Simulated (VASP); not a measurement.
# PtSe2 (P-3m1) in VASP: a series of runs

The runs below take PtSe2 through single point, with PBEsol+D3(BJ).

All numbers are computed with VASP 6.6.1; they aren't measurements. Logs are shortened: lines on timing, memory, paths and dates and some standing lists are left out, and cuts for length are marked.

## (1) The cell of the first run

The structure is trigonal, space group P-3m1 (No. 164). The conventional cell has a = 3.780 Å, b = 3.780 Å, c = 5.062 Å, α = 90.00°, β = 90.00°, γ = 120.00°. Pt (site symmetry -3m) has 6 Se at 2.52 Å within 3.3 Å. Within 3.4 Å of Se (site symmetry 3m) lie 3 Pt at 2.52 Å and 6 Se at 3.34 Å.

## (2) Single point, PBEsol+D3(BJ) (strain +0.0150 x Voigt [1, 1, 0, 0, 0, 0])

Input file INCAR:

```
SYSTEM = PtSe2
PREC = Accurate
ENCUT = 520
EDIFF = 1E-6
ISMEAR = 0
SIGMA = 0.15
LREAL = .False.
LASPH = .True.
NELM = 60
ALGO = Normal
ISIF = 2
LWAVE = .False.
LCHARG = .False.
GGA = PS
IVDW = 12
NBANDS = 18
```

Input file KPOINTS:

```
Automatic mesh
0
Gamma
  12 12 10
  0 0 0
```

Input file POSCAR:

```
PtSe2
1.0
    3.7798606137      0.0000000000      0.0000000000
   -1.8899303068      3.2734553142      0.0000000000
    0.0000000000      0.0000000000      5.0620000000
Pt Se
1 2
Direct
    0.0000000000      0.0000000000      0.0000000000
    0.3333333333      0.6666666667      0.2500000000
    0.6666666667      0.3333333333      0.7500000000
```

Potentials or basis: VASP PAW PBE potentials, release 64 (Pt, Se).

The run is started by

```console
$ cat potpaw_PBE.64/Pt/POTCAR potpaw_PBE.64/Se/POTCAR > POTCAR
$ mpirun -np 1 vasp_std > vasp.out
```

OUTCAR:

```text
SYSTEM = PtSe2
   PREC = Accurate
   ENCUT = 520
   EDIFF = 1E-6
   ISMEAR = 0
   LREAL = .False.
   LASPH = .True.
   NELM = 60
   ISIF = 2
   GGA = PS
   IVDW = 12
 IVDW          = 12

 ion  position               nearest neighbor table
   1  0.000  0.000  0.000-   2 2.52   3 2.52   2 2.52   3 2.52   3 2.52   2 2.52
   2  0.333  0.667  0.250-   1 2.52   1 2.52   1 2.52
   3  0.667  0.333  0.750-   1 2.52   1 2.52   1 2.52

  LATTYP: Found a hexagonal cell.
 ALAT       =     3.7798606137
 C/A-ratio  =     1.3392028218

  Lattice vectors:

 A1 = (   3.7798606137,   0.0000000000,   0.0000000000)
 A2 = (  -1.8899303068,   3.2734553142,   0.0000000000)
 A3 = (   0.0000000000,   0.0000000000,   5.0620000000)

Analysis of symmetry for initial positions (statically):
=====================================================================
 Subroutine PRICEL returns:
 Original cell was already a primitive cell.

 Routine SETGRP: Setting up the symmetry group for a
 hexagonal supercell.

 Subroutine GETGRP returns: Found 12 space group operations
 (whereof 12 operations were pure point group operations)
 out of a pool of 24 trial point group operations.

The static configuration has the point symmetry D_3d.

Analysis of symmetry for dynamics (positions and initial velocities):
=====================================================================
 Subroutine PRICEL returns:
 Original cell was already a primitive cell.

 Routine SETGRP: Setting up the symmetry group for a
 hexagonal supercell.

 Subroutine GETGRP returns: Found 12 space group operations
 (whereof 12 operations were pure point group operations)
 out of a pool of 24 trial point group operations.

The dynamic configuration has the point symmetry D_3d.

 Subroutine INISYM returns: Found 12 space group operations
 (whereof 12 operations are pure point group operations),
 and found     1 'primitive' translations

----------------------------------------------------------------------------------------

                                     Primitive cell

  volume of cell :      62.6332

  direct lattice vectors                    reciprocal lattice vectors
     3.779860614  0.000000000  0.000000000     0.264560020  0.152743799  0.000000000
    -1.889930307  3.273455314  0.000000000     0.000000000  0.305487598  0.000000000
     0.000000000  0.000000000  5.062000000     0.000000000  0.000000000  0.197550375

  length of vectors
     3.779860614  3.779860614  5.062000000     0.305487598  0.305487598  0.197550375
[... 83 lines left out ...]
   EDIFF  = 0.1E-05   stopping-criterion for ELM
   LREAL  =      F    real-space projection
   EDIFFG = 0.1E-04   stopping-criterion for IOM
   NSW    =      0    number of steps for IOM
   IBRION =     -1    ionic relax: 0-MD 1-quasi-New 2-CG
   NFREE  =      0    steps in history (QN), initial steepest desc. (CG)
   ISIF   =      2    stress and relaxation
   ISYM   =      2    0-nonsym 1-usesym 2-fastsym
   POTIM  = 0.5000    time-step for ionic-motion
   TEBEG  =    0.0;   TEEND  =   0.0 temperature during run
   PSTRESS=    0.0 pullay stress
   NELECT =      22.0000    total number of electrons
   NUPDOWN=      -1.0000    fix difference up-down
   EMIN   =  10.00;   EMAX   =-10.00  energy-range for DOS
   EFERMI =   0.00;   METHOD = LEGACY
   ISMEAR =     0;   SIGMA  =   0.15  broadening in eV -4-tet -1-fermi 0-gaus
   EFERMI_NEDOS =   21; number of points for ismear=-14 and -15
   IALGO  =     38    algorithm
   IMIX   =      4    mixing-type and parameters
     AMIX     =   0.40;   BMIX     =  1.00
     AMIX_MAG =   1.60;   BMIX_MAG =  1.00
  volume/ion in A,a.u.               =      20.88       140.89
  Fermi-wavevector in a.u.,A,eV,Ry     =   1.155086  2.182796 18.153211  1.334223
  Thomas-Fermi vector in A             =   2.291717
   LORBIT       =      0    0 simple, 1 ext, 2 COOP (PROOUT), +10 PAW based schemes
   GGA     = PS    functional components
   LHFCALC =     F    Hartree Fock is set to
   AEXX    =    0.0000 exact exchange contribution
   IVDW    =    12    specifies the selected vdW correction
   LEPSILON=     F    determine dielectric tensor
   LRPA    =     F    only Hartree local field effects (RPA)
 non-spin polarized calculation
 Gauss-broadening in eV      SIGMA  =   0.15
  energy-cutoff  :      520.00
  volume of cell :       62.63
 maximum number of plane-waves:      1713
   NGX = 15   NGY = 15   NGZ = 19

 number of electron      21.9999999 magnetization

 Free energy of the ion-electron system (eV)
  ---------------------------------------------------
  ext. energy  EPLUGINS =         0.00000000
  ---------------------------------------------------
  free energy    TOTEN  =       -15.89156091 eV

  energy without entropy =      -15.88372139  energy(sigma->0) =      -15.88764115

 E-fermi :   5.9679     XC(G=0): -10.6667

 val. band max:        5.9612669634   @ k =   0.0000   0.1667   0.1000
 cond. band min:       5.9716026540   @ k =   0.3333   0.3333   0.0000
 fundamental gap:      0.0103356906
 Fermi energy:         5.9678573331

 k-point     1 :       0.0000    0.0000    0.0000
  band No.  band energies     occupation
      1      -9.4800      2.00000
      2      -6.7577      2.00000
      3      -0.9416      2.00000
      4      -0.2848      2.00000
      5      -0.2848      2.00000
      6       2.1525      2.00000
[... 481 lines left out ...]
      5       0.0929      2.00000
      6       1.5781      2.00000
[... 10 lines left out ...]
     17      14.3761      0.00000
     18      14.5699      0.00000

 [... further k-points ...]

------------------------ aborting loop because EDIFF is reached ----------------------------------------

 Edisp (eV)   -1.24051

 E8    (eV) :    -0.8066

  FORCE on cell =-STRESS in cart. coord.  units (eV):
  Direction    XX          YY          ZZ          XY          YZ          ZX
  --------------------------------------------------------------------------------------
  -------------------------------------------------------------------------------------
  Total      -2.16067    -2.16067    -1.91379    -0.00000    -0.00000     0.00000
  in kB     -55.27067   -55.27067   -48.95551    -0.00000    -0.00000     0.00000
  external pressure =      -53.17 kB  Pullay stress =        0.00 kB

 VOLUME and BASIS-vectors are now :
 -----------------------------------------------------------------------------
  energy-cutoff  :      520.00
  volume of cell :       62.63
      direct lattice vectors                 reciprocal lattice vectors
     3.779860614  0.000000000  0.000000000     0.264560020  0.152743799  0.000000000
    -1.889930307  3.273455314  0.000000000     0.000000000  0.305487598  0.000000000
     0.000000000  0.000000000  5.062000000     0.000000000  0.000000000  0.197550375

 POSITION                                       TOTAL-FORCE (eV/Angst)
 -----------------------------------------------------------------------------------
      0.00000      0.00000      0.00000        -0.000000      0.000000      0.000000
     -0.00000      2.18230      1.26550        -0.000000     -0.000000      0.004237
      1.88993      1.09115      3.79650         0.000000      0.000000     -0.004237
 -----------------------------------------------------------------------------------
    total drift:                               -0.000000     -0.000000     -0.000000

  FREE ENERGIE OF THE ION-ELECTRON SYSTEM (eV)
  ---------------------------------------------------
  free  energy   TOTEN  =       -17.1320687908 eV

  energy  without entropy=      -17.1242292709  energy(sigma->0) =      -17.12814903
```

OSZICAR:

```text
N       E                     dE             d eps       ncg     rms          rms(c)
DAV:   1     0.108103211038E+03    0.10810E+03   -0.10036E+04  5856   0.107E+03
DAV:   2    -0.115833892497E+02   -0.11969E+03   -0.11566E+03  7216   0.210E+02
DAV:   3    -0.167147913982E+02   -0.51314E+01   -0.50834E+01  7020   0.431E+01
DAV:   4    -0.167553957501E+02   -0.40604E-01   -0.40586E-01  7350   0.419E+00
DAV:   5    -0.167558081805E+02   -0.41243E-03   -0.41242E-03  7064   0.410E-01    0.124E+01
DAV:   6    -0.161626669588E+02    0.59314E+00   -0.46592E+00  6064   0.192E+01    0.759E+00
DAV:   7    -0.159183002010E+02    0.24437E+00   -0.89294E-01  5998   0.922E+00    0.369E+00
DAV:   8    -0.158945349586E+02    0.23765E-01   -0.60139E-02  6398   0.160E+00    0.824E-01
DAV:   9    -0.158915302213E+02    0.30047E-02   -0.70701E-03  6444   0.786E-01    0.204E-01
DAV:  10    -0.158915647674E+02   -0.34546E-04   -0.11362E-03  6450   0.204E-01    0.363E-02
DAV:  11    -0.158915611106E+02    0.36567E-05   -0.51136E-05  7412   0.628E-02    0.216E-02
DAV:  12    -0.158915609131E+02    0.19749E-06   -0.48643E-06  6422   0.156E-02
   1 F= -.17132069E+02 E0= -.17128149E+02  d E =-.783952E-02
```

It took 3.1 min on 1 thread of Intel Xeon 8259CL, shared host; peak memory 0.33 GiB.

What came out:

```yaml
Free_energy: -17.1321 eV
Pressure: -5.3 GPa
Largest_force: 0.004 eV/Å
Band_gap_on_the_k_mesh: zero (bands 11 and 12 overlap by 0.47 eV)
Dispersion_energy_per_atom: -0.414 eV
```

Forces in eV/Å, atoms in the order of the input:
```
Pt   0.000  0.000  0.000
Se   0.000  0.000  0.004
Se   0.000  0.000 -0.004
```

Levels at points of the mesh, in eV from the Fermi level:
| k point | band 8 | band 9 | band 10 | band 11 | band 12 | band 13 | band 14 | band 15 |
| --- | --- | --- | --- | --- | --- | --- | --- | --- |
| (0.00, 0.00, 0.00) | -2.43 | -1.04 | -1.04 | 0.46 | 1.39 | 1.39 | 3.52 | 3.86 |
| (0.50, 0.00, 0.00) | -3.47 | -3.35 | -3.28 | -2.88 | 0.63 | 2.29 | 4.64 | 5.79 |
| (0.00, 0.00, 0.50) | -2.83 | -1.69 | -1.47 | -1.47 | 2.22 | 2.22 | 4.75 | 6.05 |
| (0.50, 0.00, 0.50) | -3.36 | -3.09 | -2.77 | -1.27 | 0.96 | 1.38 | 4.50 | 4.76 |

Caveat: the cell differs from its parent crystal (strain +0.0150 x Voigt [1, 1, 0, 0, 0, 0]); the cell stands under tension; the PAW data sets were made with another functional, which shifts forces and pressure a little; spin-orbit coupling is left out, which moves the levels of the heavy elements.

## (3) Single point, PBEsol+D3(BJ) (strain +0.0300 x Voigt [1, 1, 0, 0, 0, 0])

Input file INCAR:

```
SYSTEM = PtSe2
PREC = Accurate ; ENCUT = 520
EDIFF = 1E-6 ; ISMEAR = 0
SIGMA = 0.15 ; LREAL = .False.
LASPH = .True. ; NELM = 60
ALGO = Normal ; ISIF = 2
LWAVE = .False. ; LCHARG = .False.
GGA = PS ; IVDW = 12
NBANDS = 18
```

KPOINTS is that of step 2.

Input file POSCAR:

```
PtSe2
1.0
    3.8357206227      0.0000000000      0.0000000000
   -1.9178603114      3.3218315011      0.0000000000
    0.0000000000      0.0000000000      5.0620000000
Pt Se
1 2
Direct
    0.0000000000      0.0000000000      0.0000000000
    0.3333333333      0.6666666667      0.2500000000
    0.6666666667      0.3333333333      0.7500000000
```

Potentials or basis: VASP PAW PBE potentials, release 64 (Pt, Se).

The run is started by

```console
$ cat potpaw_PBE.64/Pt/POTCAR potpaw_PBE.64/Se/POTCAR > POTCAR
$ mpirun -np 1 vasp_std > vasp.out
```

Run time: 3.5 min. Hardware: 1 thread of Intel Xeon 8259CL, shared host; peak memory 0.34 GiB.

It converged, with:

* Free energy: -17.0435 eV
* Pressure: -8.7 GPa
* Largest force: 0.277 eV/Å
* Band gap on the k mesh: zero (bands 11 and 12 overlap by 0.52 eV)
* Dispersion energy per atom: -0.401 eV

Forces in eV/Å, atoms in the order of the input:
```
Pt   0.000  0.000  0.000
Se   0.000  0.000 -0.277
Se   0.000  0.000  0.277
```

Stress tensor (GPa, compression positive):
```
-9.62  0.00  0.00
 0.00 -9.62  0.00
 0.00  0.00 -6.94
```

Levels at points of the mesh, in eV from the Fermi level:
| k point | band 7 | band 8 | band 9 | band 10 | band 11 | band 12 | band 13 | band 14 | band 15 | band 16 |
| --- | --- | --- | --- | --- | --- | --- | --- | --- | --- | --- |
| (0.00, 0.00, 0.00) | -3.62 | -2.29 | -1.01 | -1.01 | 0.49 | 1.32 | 1.32 | 3.55 | 3.64 | 7.17 |
| (0.50, 0.00, 0.00) | -3.38 | -3.35 | -3.20 | -3.15 | -2.78 | 0.60 | 2.22 | 4.55 | 5.84 | 7.07 |
| (0.00, 0.00, 0.50) | -3.65 | -2.68 | -1.67 | -1.45 | -1.45 | 2.13 | 2.13 | 4.78 | 5.82 | 6.57 |
| (0.50, 0.00, 0.50) | -3.22 | -3.19 | -2.95 | -2.69 | -1.16 | 0.93 | 1.27 | 4.46 | 4.86 | 7.47 |

Caveat: the cell differs from its parent crystal (strain +0.0300 x Voigt [1, 1, 0, 0, 0, 0]); the cell stands under tension; the PAW data sets were made with another functional, which shifts forces and pressure a little; spin-orbit coupling is left out, which moves the levels of the heavy elements.
